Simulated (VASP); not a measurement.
# V (Im-3m) in VASP: a series of runs

The runs below take V through single point, with PBE.

All numbers are computed with VASP 6.6.1; they aren't measurements. Logs are shortened: lines on timing, memory, paths and dates and some standing lists are left out, and cuts for length are marked.

**1. The cell of the first run**

It takes space group Im-3m (No. 229, cubic). Conventional cell: a = 3.027 Å, b = 3.027 Å, c = 3.027 Å, α = 90.00°, β = 90.00°, γ = 90.00°. Within 3.5 Å of V (site symmetry m-3m) lie 14 V at 2.62 to 3.03 Å.

**2. Single point, PBE (13.87 Å³/atom)**

Contents of INCAR:

```
  ALGO = Normal
  EDIFF = 1E-6
  ENCUT = 520
  GGA = PE
  ISIF = 2
  ISMEAR = 0
  LASPH = T
  LCHARG = F
  LREAL = F
  LWAVE = F
  NBANDS = 12
  NELM = 100
  PREC = Accurate
  SIGMA = 0.1
```

Contents of KPOINTS:

```
k-points
0
Gamma
  20 20 20
```

Contents of POSCAR:

```
V
1.0
   -1.5134493469      1.5134493469      1.5134493469
    1.5134493469     -1.5134493469      1.5134493469
    1.5134493469      1.5134493469     -1.5134493469
V
1
Direct
    0.0000000000      0.0000000000      0.0000000000
```

Potentials or basis: VASP PAW PBE potentials, release 64 (V_sv).

The run is started by

```
> cat potpaw_PBE.64/V_sv/POTCAR > POTCAR
> mpirun -np 1 vasp_std > vasp.out
```

OUTCAR:

```text
EDIFF = 1E-6
   ENCUT = 520
   GGA = PE
   ISIF = 2
   ISMEAR = 0
   LASPH = T
   LREAL = F
   NELM = 100
   PREC = Accurate

 ion  position               nearest neighbor table
   1  0.000  0.000  0.000-

  LATTYP: Found a body centered cubic cell.
 ALAT       =     3.0268986938

  Lattice vectors:

 A1 = (  -1.5134493469,   1.5134493469,   1.5134493469)
 A2 = (   1.5134493469,  -1.5134493469,   1.5134493469)
 A3 = (   1.5134493469,   1.5134493469,  -1.5134493469)

Analysis of symmetry for initial positions (statically):
=====================================================================
 Subroutine PRICEL returns:
 Original cell was already a primitive cell.

 Routine SETGRP: Setting up the symmetry group for a
 body centered cubic supercell.

 Subroutine GETGRP returns: Found 48 space group operations
 (whereof 48 operations were pure point group operations)
 out of a pool of 48 trial point group operations.

The static configuration has the point symmetry O_h .

Analysis of symmetry for dynamics (positions and initial velocities):
=====================================================================
 Subroutine PRICEL returns:
 Original cell was already a primitive cell.

 Routine SETGRP: Setting up the symmetry group for a
 body centered cubic supercell.

 Subroutine GETGRP returns: Found 48 space group operations
 (whereof 48 operations were pure point group operations)
 out of a pool of 48 trial point group operations.

The dynamic configuration has the point symmetry O_h .

 Subroutine INISYM returns: Found 48 space group operations
 (whereof 48 operations are pure point group operations),
 and found     1 'primitive' translations

----------------------------------------------------------------------------------------

                                     Primitive cell

  volume of cell :      13.8664

  direct lattice vectors                    reciprocal lattice vectors
    -1.513449347  1.513449347  1.513449347     0.000000000  0.330371149  0.330371149
     1.513449347 -1.513449347  1.513449347     0.330371149  0.000000000  0.330371149
     1.513449347  1.513449347 -1.513449347     0.330371149  0.330371149  0.000000000

  length of vectors
     2.621371164  2.621371164  2.621371164     0.467215360  0.467215360  0.467215360

  position of ions in fractional coordinates (direct lattice)
     0.000000000  0.000000000  0.000000000

  ion indices of the primitive-cell ions
   primitive index   ion index
                 1           1

----------------------------------------------------------------------------------------

 KPOINTS: k-points

Automatic generation of k-mesh.
 Grid dimensions read from file:
 generate k-points for:   20   20   20

 Generating k-lattice:

  Cartesian coordinates                     Fractional coordinates (reciprocal lattice)
     0.000000000  0.016518557  0.016518557     0.050000000  0.000000000  0.000000000
     0.016518557  0.000000000  0.016518557     0.000000000  0.050000000  0.000000000
     0.016518557  0.016518557  0.000000000     0.000000000  0.000000000  0.050000000

  Length of vectors
     0.023360768  0.023360768  0.023360768

  Shift w.r.t. Gamma in fractional coordinates (k-lattice)
     0.000000000  0.000000000  0.000000000

 Subroutine IBZKPT returns following result:
 ===========================================

 Found    256 irreducible k-points:

 Following reciprocal coordinates:
            Coordinates               Weight
  0.000000  0.000000  0.000000      1.000000
  0.050000  0.000000  0.000000     12.000000
  0.100000  0.000000  0.000000     12.000000
  0.150000  0.000000  0.000000     12.000000
  0.200000  0.000000  0.000000     12.000000
  0.250000  0.000000  0.000000     12.000000
[... 16 lines left out ...]
  0.200000  0.100000  0.000000     48.000000
  0.250000  0.100000  0.000000     48.000000
 [... further k-points ...]
   k-points           NKPTS =    256   k-points in BZ     NKDIM =    256   number of bands    NBANDS=     12
   number of dos      NEDOS =    301   number of ions     NIONS =      1
   total plane-waves  NPLWV =   8000
   dimension x,y,z NGX =    20 NGY =   20 NGZ =   20
   dimension x,y,z NGXF=    40 NGYF=   40 NGZF=   40
   ions per type =               1
   NGX,Y,Z   is equivalent  to a cutoff of  12.68, 12.68, 12.68 a.u.
   NGXF,Y,Z  is equivalent  to a cutoff of  25.37, 25.37, 25.37 a.u.
 SYSTEM =  unknown system
   PREC   = accura    normal or accurate (medium, high low for compatibility)
   ISTART =      0    job   : 0-new  1-cont  2-samecut
   ICHARG =      2    charge: 1-file 2-atom 10-const
   ISPIN  =      1    spin polarized calculation?
   LNONCOLLINEAR =      F non collinear calculations
   LSORBIT =      F    spin-orbit coupling
   LASPH  =      T    aspherical Exc in radial PAW
   ENCUT  =  520.0 eV  38.22 Ry    6.18 a.u.   4.87  4.87  4.87*2*pi/ulx,y,z
   NELM   =    100;   NELMIN=  2; NELMDL= -5     # of ELM steps
   EDIFF  = 0.1E-05   stopping-criterion for ELM
   LREAL  =      F    real-space projection
   EDIFFG = 0.1E-04   stopping-criterion for IOM
   NSW    =      0    number of steps for IOM
   IBRION =     -1    ionic relax: 0-MD 1-quasi-New 2-CG
   NFREE  =      0    steps in history (QN), initial steepest desc. (CG)
   ISIF   =      2    stress and relaxation
   ISYM   =      2    0-nonsym 1-usesym 2-fastsym
   POTIM  = 0.5000    time-step for ionic-motion
   TEBEG  =    0.0;   TEEND  =   0.0 temperature during run
   PSTRESS=    0.0 pullay stress
   NELECT =      13.0000    total number of electrons
   NUPDOWN=      -1.0000    fix difference up-down
   EMIN   =  10.00;   EMAX   =-10.00  energy-range for DOS
   EFERMI =   0.00;   METHOD = LEGACY
   ISMEAR =     0;   SIGMA  =   0.10  broadening in eV -4-tet -1-fermi 0-gaus
   EFERMI_NEDOS =   21; number of points for ismear=-14 and -15
   IALGO  =     38    algorithm
   IMIX   =      4    mixing-type and parameters
     AMIX     =   0.40;   BMIX     =  1.00
     AMIX_MAG =   1.60;   BMIX_MAG =  1.00
  volume/ion in A,a.u.               =      13.87        93.58
  Fermi-wavevector in a.u.,A,eV,Ry     =   1.602266  3.027844 34.929661  2.567258
  Thomas-Fermi vector in A             =   2.699114
   LORBIT       =      0    0 simple, 1 ext, 2 COOP (PROOUT), +10 PAW based schemes
   GGA     = PE    functional components
   LHFCALC =     F    Hartree Fock is set to
   AEXX    =    0.0000 exact exchange contribution
   IVDW    =     0    specifies the selected vdW correction
   LEPSILON=     F    determine dielectric tensor
   LRPA    =     F    only Hartree local field effects (RPA)
 non-spin polarized calculation
 Gauss-broadening in eV      SIGMA  =   0.10
  energy-cutoff  :      520.00
  volume of cell :       13.87
 maximum number of plane-waves:       386
   NGX =  9   NGY =  9   NGZ =  9

 number of electron      12.9999996 magnetization

 Free energy of the ion-electron system (eV)
  ---------------------------------------------------
  ext. energy  EPLUGINS =         0.00000000
  ---------------------------------------------------
  free energy    TOTEN  =        -8.99076919 eV

  energy without entropy =       -8.98172706  energy(sigma->0) =       -8.98624813

 E-fermi :   9.3467     XC(G=0): -12.7485

 val. band max:        9.3450341920   @ k =   0.3500   0.1500   0.1000
 cond. band min:       9.3552595404   @ k =  -0.3000   0.3000   0.1500
 fundamental gap:      0.0102253484
 Fermi energy:         9.3467265930

 k-point     1 :       0.0000    0.0000    0.0000
  band No.  band energies     occupation
      1     -54.4089      2.00000
      2     -27.7541      2.00000
      3     -27.7541      2.00000
      4     -27.7541      2.00000
      5       2.8284      2.00000
      6       9.7525      0.00000
      7       9.7525      0.00000
      8       9.7525      0.00000
      9      11.6897      0.00000
     10      11.6897      0.00000
     11      29.6086      0.00000
     12      29.6086      0.00000

 k-point     2 :       0.0500    0.0000    0.0000
  band No.  band energies     occupation
      1     -54.4046      2.00000
      2     -27.7750      2.00000
      3     -27.7605      2.00000
      4     -27.7542      2.00000
      5       2.9271      2.00000
      6       9.7111      0.00000
      7       9.7443      0.00000
      8       9.8219      0.00000
      9      11.6412      0.00000
     10      11.6923      0.00000
     11      29.4154      0.00000
     12      29.5926      0.00000

 k-point     3 :       0.1000    0.0000    0.0000
  band No.  band energies     occupation
      1     -54.3923      2.00000
      2     -27.8354      2.00000
      3     -27.7791      2.00000
      4     -27.7546      2.00000
      5       3.2171      2.00000
      6       9.5925      0.00051
      7       9.7087      0.00000
      8      10.0263      0.00000
      9      11.5226      0.00000
     10      11.7014      0.00000
     11      28.8400      0.00000
     12      29.4792      0.00000
[... 286 lines left out ...]
 k-point    23 :       0.2000    0.1000    0.0000
  band No.  band energies     occupation
      1     -54.3131      2.00000
      2     -28.1960      2.00000
      3     -27.8865      2.00000
      4     -27.7831      2.00000
      5       5.1796      2.00000
      6       8.9526      2.00000
      7       9.1321      1.99760
      8      11.2372      0.00000
      9      11.5892      0.00000
     10      11.9212      0.00000
     11      25.1713      0.00000
     12      26.8857      0.00000

 k-point    24 :       0.2500    0.1000    0.0000
  band No.  band energies     occupation
      1     -54.2871      2.00000
      2     -28.3063      2.00000
      3     -27.9323      2.00000
      4     -27.7852      2.00000
      5       5.7979      2.00000
      6       8.7332      2.00000
      7       9.0792      1.99985
      8      11.3275      0.00000
      9      11.9598      0.00000
     10      12.2061      0.00000
     11      23.5857      0.00000
     12      26.1384      0.00000

 [... further k-points ...]

------------------------ aborting loop because EDIFF is reached ----------------------------------------

  FORCE on cell =-STRESS in cart. coord.  units (eV):
  Direction    XX          YY          ZZ          XY          YZ          ZX
  --------------------------------------------------------------------------------------
  -------------------------------------------------------------------------------------
  Total       -0.4274698     -0.4274698     -0.4274698     -0.0000000     -0.0000000      0.0000000
  in kB      -49.3915179    -49.3915179    -49.3915179     -0.0000000     -0.0000000      0.0000000
  external PRESSURE =     -49.3915179 kB  Pullay stress =       0.0000000 kB

 VOLUME and BASIS-vectors are now :
 -----------------------------------------------------------------------------
  energy-cutoff  :      520.00
  volume of cell :       13.87
      direct lattice vectors                 reciprocal lattice vectors
    -1.513449347  1.513449347  1.513449347     0.000000000  0.330371149  0.330371149
     1.513449347 -1.513449347  1.513449347     0.330371149  0.000000000  0.330371149
     1.513449347  1.513449347 -1.513449347     0.330371149  0.330371149  0.000000000

 POSITION                                       TOTAL-FORCE (eV/Angst)
 -----------------------------------------------------------------------------------
      0.00000      0.00000      0.00000        -0.000000      0.000000     -0.000000
 -----------------------------------------------------------------------------------
    total drift:                                0.000000     -0.000000      0.000000

  FREE ENERGIE OF THE ION-ELECTRON SYSTEM (eV)
  ---------------------------------------------------
  free  energy   TOTEN  =        -8.9907691939 eV

  energy  without entropy=       -8.9817270592  energy(sigma->0) =       -8.98624813
```

Wall time 33 s (1 thread of Intel Xeon 8259CL, shared host); peak memory 0.16 GiB.

Results:

| Property | Result |
| --- | --- |
| Free energy | -8.9908 eV |
| Pressure | -4.9 GPa |
| Band gap on the k mesh | zero (an odd number of electrons rules out a gap without spin polarisation) |

Caveat: the cell stands under tension.

**3. Single point, PBE (14.27 Å³/atom)**

This run uses another cell than the first one, of 14.27 Å³/atom.

Contents of INCAR:

```
PREC = Accurate
ENCUT = 520
EDIFF = 1E-6
ISMEAR = 0
SIGMA = 0.1
LREAL = False
LASPH = True
NELM = 60
ALGO = Fast
ISIF = 2
LWAVE = False
LCHARG = False
GGA = PE
NBANDS = 12
```

Contents of KPOINTS:

```
Automatic mesh
0
Gamma
  20 20 20
```

Contents of POSCAR:

```
V
1.0
   -1.5280026373      1.5280026373      1.5280026373
    1.5280026373     -1.5280026373      1.5280026373
    1.5280026373      1.5280026373     -1.5280026373
V
1
Direct
    0.0000000000      0.0000000000      0.0000000000
```

Potentials or basis: VASP PAW PBE potentials, release 64 (V_sv).

The run is started by

```
> cat potpaw_PBE.64/V_sv/POTCAR > POTCAR
> mpirun -np 1 vasp_std > vasp.out
```

Run time: 43 s. Hardware: 1 thread of Intel Xeon 8259CL, shared host; peak memory 0.16 GiB.

The run converged. Its results:

```yaml
Free_energy: -8.9727 eV
Pressure: -9.4 GPa
Band_gap_on_the_k_mesh: zero (an odd number of electrons rules out a gap without spin polarisation)
```

Levels at points of the mesh, in eV from the Fermi level:
```csv
k point,band 3,band 4,band 5,band 6,band 7,band 8,band 9,band 10,band 11,band 12
"(0.00, 0.00, 0.00)",-37.18,-37.18,-6.45,0.40,0.40,0.40,2.27,2.27,20.04,20.04
"(0.50, 0.00, 0.00)",-37.41,-37.18,-2.98,-1.02,1.45,2.25,2.59,3.81,9.47,15.46
"(0.50, 0.50, 0.50)",-37.69,-37.69,-2.74,-2.74,3.45,3.45,3.45,9.68,9.68,9.68
```

Caveat: the cell stands under tension.
